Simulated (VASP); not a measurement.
# Ba2RuN2 (I4/mmm) in VASP: single point with LDA

Aim: the single point of Ba2RuN2 with LDA.

All numbers are computed with VASP 6.6.1; they aren't measurements. Logs are shortened: lines on timing, memory, paths and dates and some standing lists are left out, and cuts for length are marked.

## 1. The cell of the first run

The structure is tetragonal, space group I4/mmm (No. 139). The conventional cell has a = 4.059 Å, b = 4.059 Å, c = 12.844 Å, α = 90.00°, β = 90.00°, γ = 90.00°. Ba (site symmetry 4mm) has 5 N at 2.85 to 2.87 Å and 4 Ru at 3.38 Å and 1 Ba at 3.56 Å within 3.8 Å. Ru (site symmetry 4/mmm) has 2 N at 1.79 Å within 2.4 Å. N (site symmetry 4mm) has 1 Ru at 1.79 Å within 2.4 Å.

## 2. Single point, LDA

Contents of INCAR:

```
ALGO     = Normal         # electronic algorithm
EDIFF    = 1E-6           # SCF threshold, eV
ENCUT    = 700            # plane-wave cutoff, eV
GGA_COMPAT= F            
ISIF     = 2              # what is computed and relaxed
ISMEAR   = -1             # smearing method
LASPH    = T              # aspherical terms in the spheres
LCHARG   = F              # write CHGCAR
LREAL    = F              # projectors in reciprocal space
LWAVE    = F              # write WAVECAR
NBANDS   = 31             # bands
NELM     = 120            # most SCF steps
PREC     = Accurate       # precision mode
SIGMA    = 0.02           # smearing width, eV
```

Contents of KPOINTS:

```
k-points
0
Gamma
  8 8 8
```

Contents of POSCAR:

```
Ba2RuN2
1.0
   -2.0296659555      2.0296659555      6.4218255095
    2.0296659555     -2.0296659555      6.4218255095
    2.0296659555      2.0296659555     -6.4218255095
Ba Ru N
2 1 2
Direct
    0.1386107577      0.1386107577      0.0000000000
    0.8613892423      0.8613892423      0.0000000000
    0.5000000000      0.5000000000      0.0000000000
    0.6394923862      0.6394923862      0.0000000000
    0.3605076138      0.3605076138      0.0000000000
```

Potentials or basis: VASP PAW LDA potentials, release 64 (Ba_sv, Ru_sv, N).

Started as:

```
cat potpaw_LDA.64/Ba_sv/POTCAR potpaw_LDA.64/Ru_sv/POTCAR potpaw_LDA.64/N/POTCAR > POTCAR
mpirun -np 1 vasp_std > vasp.out
```

OUTCAR:

```text
EDIFF = 1E-6
   ENCUT = 700
   ISIF = 2
   ISMEAR = -1
   LASPH = T
   LREAL = F
   NELM = 120
   PREC = Accurate

 ion  position               nearest neighbor table
   1  0.139  0.139  0.000-   5 2.85   4 2.87   4 2.87   4 2.87   4 2.87   3 3.38   3 3.38   3 3.38
                             3 3.38   2 3.56   2 4.05   2 4.05   2 4.05   2 4.05
   2  0.861  0.861  0.000-   4 2.85   5 2.87   5 2.87   5 2.87   5 2.87   3 3.38   3 3.38   3 3.38
                             3 3.38   1 3.56   1 4.05   1 4.05   1 4.05   1 4.05
   3  0.500  0.500  0.000-   4 1.79   5 1.79   2 3.38   1 3.38   1 3.38   1 3.38   1 3.38   2 3.38
                             2 3.38   2 3.38
   4  0.639  0.639  0.000-   3 1.79   2 2.85   1 2.87   1 2.87   1 2.87   1 2.87
   5  0.361  0.361  0.000-   3 1.79   1 2.85   2 2.87   2 2.87   2 2.87   2 2.87

  LATTYP: Found a body centered tetragonal cell.
 ALAT       =     4.0593319110
 C/A-ratio  =     3.1639814877

  Lattice vectors:

 A1 = (  -2.0296659555,   2.0296659555,   6.4218255095)
 A2 = (   2.0296659555,  -2.0296659555,   6.4218255095)
 A3 = (   2.0296659555,   2.0296659555,  -6.4218255095)

Analysis of symmetry for initial positions (statically):
=====================================================================
 Subroutine PRICEL returns:
 Original cell was already a primitive cell.

 Routine SETGRP: Setting up the symmetry group for a
 body centered tetragonal supercell.

 Subroutine GETGRP returns: Found 16 space group operations
 (whereof 16 operations were pure point group operations)
 out of a pool of 16 trial point group operations.

The static configuration has the point symmetry D_4h.

Analysis of symmetry for dynamics (positions and initial velocities):
=====================================================================
 Subroutine PRICEL returns:
 Original cell was already a primitive cell.

 Routine SETGRP: Setting up the symmetry group for a
 body centered tetragonal supercell.

 Subroutine GETGRP returns: Found 16 space group operations
 (whereof 16 operations were pure point group operations)
 out of a pool of 16 trial point group operations.

The dynamic configuration has the point symmetry D_4h.

 Subroutine INISYM returns: Found 16 space group operations
 (whereof 16 operations are pure point group operations),
 and found     1 'primitive' translations

----------------------------------------------------------------------------------------

                                     Primitive cell

  volume of cell :     105.8200

  direct lattice vectors                    reciprocal lattice vectors
    -2.029665956  2.029665956  6.421825509     0.000000000  0.246345956  0.077859481
     2.029665956 -2.029665956  6.421825509     0.246345956  0.000000000  0.077859481
     2.029665956  2.029665956 -6.421825509     0.246345956  0.246345956  0.000000000

  length of vectors
     7.034126147  7.034126147  7.034126147     0.258357173  0.258357173  0.348385792

  position of ions in fractional coordinates (direct lattice)
     0.138610758  0.138610758  0.000000000
     0.861389242  0.861389242  0.000000000
     0.500000000  0.500000000  0.000000000
     0.639492386  0.639492386  0.000000000
     0.360507614  0.360507614  0.000000000

  ion indices of the primitive-cell ions
   primitive index   ion index
                 1           1
                 2           2
                 3           3
                 4           4
                 5           5

----------------------------------------------------------------------------------------

 KPOINTS: k-points

Automatic generation of k-mesh.
 Grid dimensions read from file:
 generate k-points for:    8    8    8

 Generating k-lattice:

  Cartesian coordinates                     Fractional coordinates (reciprocal lattice)
     0.000000000  0.030793244  0.009732435     0.125000000  0.000000000  0.000000000
     0.030793244  0.000000000  0.009732435     0.000000000  0.125000000  0.000000000
     0.030793244  0.030793244  0.000000000     0.000000000  0.000000000  0.125000000

  Length of vectors
     0.032294647  0.032294647  0.043548224

  Shift w.r.t. Gamma in fractional coordinates (k-lattice)
     0.000000000  0.000000000  0.000000000

 Subroutine IBZKPT returns following result:
 ===========================================

 Found     59 irreducible k-points:

 Following reciprocal coordinates:
            Coordinates               Weight
  0.000000  0.000000  0.000000      1.000000
  0.125000  0.000000 -0.000000      8.000000
  0.250000  0.000000 -0.000000      8.000000
  0.375000  0.000000 -0.000000      8.000000
  0.500000  0.000000 -0.000000      4.000000
  0.125000  0.125000 -0.000000      8.000000
[... 16 lines left out ...]
  0.250000  0.125000  0.125000     16.000000
  0.375000  0.125000  0.125000      8.000000
 [... further k-points ...]
   k-points           NKPTS =     59   k-points in BZ     NKDIM =     59   number of bands    NBANDS=     31
   number of dos      NEDOS =    301   number of ions     NIONS =      5
   total plane-waves  NPLWV = 262144
   dimension x,y,z NGX =    64 NGY =   64 NGZ =   64
   dimension x,y,z NGXF=   128 NGYF=  128 NGZF=  128
   ions per type =               2   1   2
   NGX,Y,Z   is equivalent  to a cutoff of  15.13, 15.13, 15.13 a.u.
   NGXF,Y,Z  is equivalent  to a cutoff of  30.25, 30.25, 30.25 a.u.
 SYSTEM =  unknown system
   PREC   = accura    normal or accurate (medium, high low for compatibility)
   ISTART =      0    job   : 0-new  1-cont  2-samecut
   ICHARG =      2    charge: 1-file 2-atom 10-const
   ISPIN  =      1    spin polarized calculation?
   LNONCOLLINEAR =      F non collinear calculations
   LSORBIT =      F    spin-orbit coupling
   LASPH  =      T    aspherical Exc in radial PAW
   ENCUT  =  700.0 eV  51.45 Ry    7.17 a.u.  15.17 15.17 15.17*2*pi/ulx,y,z
   NELM   =    120;   NELMIN=  2; NELMDL= -5     # of ELM steps
   EDIFF  = 0.1E-05   stopping-criterion for ELM
   LREAL  =      F    real-space projection
   EDIFFG = 0.1E-04   stopping-criterion for IOM
   NSW    =      0    number of steps for IOM
   IBRION =     -1    ionic relax: 0-MD 1-quasi-New 2-CG
   NFREE  =      0    steps in history (QN), initial steepest desc. (CG)
   ISIF   =      2    stress and relaxation
   ISYM   =      2    0-nonsym 1-usesym 2-fastsym
   POTIM  = 0.5000    time-step for ionic-motion
   TEBEG  =    0.0;   TEEND  =   0.0 temperature during run
   PSTRESS=    0.0 pullay stress
   NELECT =      46.0000    total number of electrons
   NUPDOWN=      -1.0000    fix difference up-down
   EMIN   =  10.00;   EMAX   =-10.00  energy-range for DOS
   EFERMI =   0.00;   METHOD = LEGACY
   ISMEAR =    -1;   SIGMA  =   0.02  broadening in eV -4-tet -1-fermi 0-gaus
   EFERMI_NEDOS =   21; number of points for ismear=-14 and -15
   IALGO  =     38    algorithm
   IMIX   =      4    mixing-type and parameters
     AMIX     =   0.40;   BMIX     =  1.00
     AMIX_MAG =   1.60;   BMIX_MAG =  1.00
  volume/ion in A,a.u.               =      21.16       142.82
  Fermi-wavevector in a.u.,A,eV,Ry     =   1.240142  2.343529 20.925124  1.537953
  Thomas-Fermi vector in A             =   2.374596
   LORBIT       =      0    0 simple, 1 ext, 2 COOP (PROOUT), +10 PAW based schemes
   GGA     = CA    functional components
   LHFCALC =     F    Hartree Fock is set to
   AEXX    =    0.0000 exact exchange contribution
   IVDW    =     0    specifies the selected vdW correction
   LEPSILON=     F    determine dielectric tensor
   LRPA    =     F    only Hartree local field effects (RPA)
 non-spin polarized calculation
  energy-cutoff  :      700.00
  volume of cell :      105.82
 maximum number of plane-waves:      4476
 NGX is ok and might be reduce to    64
   NGX = 31   NGY = 31   NGZ = 31

 number of electron      46.0000002 magnetization

 Free energy of the ion-electron system (eV)
  ---------------------------------------------------
  ext. energy  EPLUGINS =         0.00000000
  ---------------------------------------------------
  free energy    TOTEN  =       -35.48742455 eV

  energy without entropy =      -35.48713615  energy(sigma->0) =      -35.48728035

 E-fermi :   4.4152     XC(G=0): -10.4214

 val. band max:        4.4116821070   @ k =   0.2500   0.2500   0.2500
 cond. band min:       4.5291705893   @ k =   0.3750   0.3750   0.1250
 fundamental gap:      0.1174884823
 Fermi energy:         4.4151577061

 k-point     1 :       0.0000    0.0000    0.0000
  band No.  band energies     occupation
      1     -67.9080      2.00000
      2     -39.1382      2.00000
      3     -37.6874      2.00000
      4     -37.6874      2.00000
      5     -22.9053      2.00000
      6     -22.6914      2.00000
[... 23 lines left out ...]
     30       8.5438      0.00000
     31       8.5438      0.00000

 k-point     2 :       0.1250    0.0000   -0.0000
  band No.  band energies     occupation
      1     -67.9079      2.00000
      2     -39.1381      2.00000
      3     -37.6881      2.00000
      4     -37.6873      2.00000
      5     -22.8902      2.00000
      6     -22.6896      2.00000
[... 23 lines left out ...]
     30       8.5797      0.00000
     31       8.9525      0.00000

 k-point     3 :       0.2500    0.0000   -0.0000
  band No.  band energies     occupation
      1     -67.9079      2.00000
      2     -39.1380      2.00000
      3     -37.6897      2.00000
      4     -37.6872      2.00000
      5     -22.8515      2.00000
      6     -22.6873      2.00000
[... 23 lines left out ...]
     30       8.8160      0.00000
     31       8.9645      0.00000

 k-point     4 :       0.3750    0.0000   -0.0000
  band No.  band energies     occupation
      1     -67.9079      2.00000
      2     -39.1378      2.00000
      3     -37.6914      2.00000
      4     -37.6871      2.00000
      5     -22.8078      2.00000
      6     -22.6896      2.00000
[... 635 lines left out ...]
     30       8.7749      0.00000
     31       9.4287      0.00000

 k-point    23 :       0.2500    0.1250    0.1250
  band No.  band energies     occupation
      1     -67.9078      2.00000
      2     -39.1376      2.00000
      3     -37.6912      2.00000
      4     -37.6893      2.00000
      5     -22.7779      2.00000
      6     -22.6675      2.00000
[... 23 lines left out ...]
     30       9.4839      0.00000
     31       9.9200      0.00000

 k-point    24 :       0.3750    0.1250    0.1250
  band No.  band energies     occupation
      1     -67.9078      2.00000
      2     -39.1375      2.00000
      3     -37.6918      2.00000
      4     -37.6893      2.00000
      5     -22.7617      2.00000
      6     -22.6675      2.00000
[... 23 lines left out ...]
     30       9.5403      0.00000
     31      10.0017      0.00000

 [... further k-points ...]

------------------------ aborting loop because EDIFF is reached ----------------------------------------

  FORCE on cell =-STRESS in cart. coord.  units (eV):
  Direction    XX          YY          ZZ          XY          YZ          ZX
  --------------------------------------------------------------------------------------
  -------------------------------------------------------------------------------------
  Total        0.8980055      0.8980055      0.6010412      0.0000000      0.0000000      0.0000000
  in kB       13.5963378     13.5963378      9.1001216      0.0000000      0.0000000      0.0000000
  external PRESSURE =      12.0975991 kB  Pullay stress =       0.0000000 kB

 VOLUME and BASIS-vectors are now :
 -----------------------------------------------------------------------------
  energy-cutoff  :      700.00
  volume of cell :      105.82
      direct lattice vectors                 reciprocal lattice vectors
    -2.029665956  2.029665956  6.421825509     0.000000000  0.246345956  0.077859481
     2.029665956 -2.029665956  6.421825509     0.246345956  0.000000000  0.077859481
     2.029665956  2.029665956 -6.421825509     0.246345956  0.246345956  0.000000000

 POSITION                                       TOTAL-FORCE (eV/Angst)
 -----------------------------------------------------------------------------------
      0.00000      0.00000      1.78027         0.000000      0.000000      0.053635
      0.00000      0.00000     11.06338        -0.000000     -0.000000     -0.053635
      0.00000      0.00000      6.42183         0.000000      0.000000      0.000000
      0.00000      0.00000      8.21342        -0.000000     -0.000000     -0.051728
      0.00000      0.00000      4.63023         0.000000      0.000000      0.051728
 -----------------------------------------------------------------------------------
    total drift:                                0.000000      0.000000      0.000000

  FREE ENERGIE OF THE ION-ELECTRON SYSTEM (eV)
  ---------------------------------------------------
  free  energy   TOTEN  =       -35.4874245496 eV

  energy  without entropy=      -35.4871361540  energy(sigma->0) =      -35.48728035
```

Run time: 9.3 min. Hardware: 1 thread of AMD EPYC 7R13 (Zen 3), shared host; peak memory 0.59 GiB.

Results:

```
Free energy            : -35.4874 eV
Pressure               : 1.2 GPa
Largest force          : 0.054 eV/Å
Band gap on the k mesh : zero (filled and empty bands touch)
```

Forces on the atoms (eV/Å):
```
Ba   0.000  0.000  0.054
Ba   0.000  0.000 -0.054
Ru   0.000  0.000  0.000
N    0.000  0.000 -0.052
N    0.000  0.000  0.052
```

Stress tensor (GPa, compression positive):
```
1.36 0.00 0.00
0.00 1.36 0.00
0.00 0.00 0.91
```

Levels at points of the mesh, in eV from the Fermi level:
| k point | band 20 | band 21 | band 22 | band 23 | band 24 | band 25 | band 26 | band 27 |
| --- | --- | --- | --- | --- | --- | --- | --- | --- |
| (0.00, 0.00, 0.00) | -1.79 | -1.53 | -1.33 | -1.06 | 0.84 | 1.13 | 1.13 | 2.84 |
| (0.50, 0.00, 0.00) | -2.12 | -1.94 | -1.27 | -0.32 | 0.74 | 1.09 | 2.29 | 3.71 |
| (0.50, 0.50, 0.00) | -1.51 | -1.27 | -0.45 | -0.08 | 0.18 | 0.33 | 1.54 | 1.66 |
| (0.50, 0.50, 0.50) | -1.71 | -1.71 | -1.61 | -1.05 | 1.52 | 1.65 | 1.65 | 2.21 |

Caveat: spin-orbit coupling is left out, which moves the levels of the heavy elements.

The gap in the log of VASP goes by the Fermi energy; the results here count the filled bands.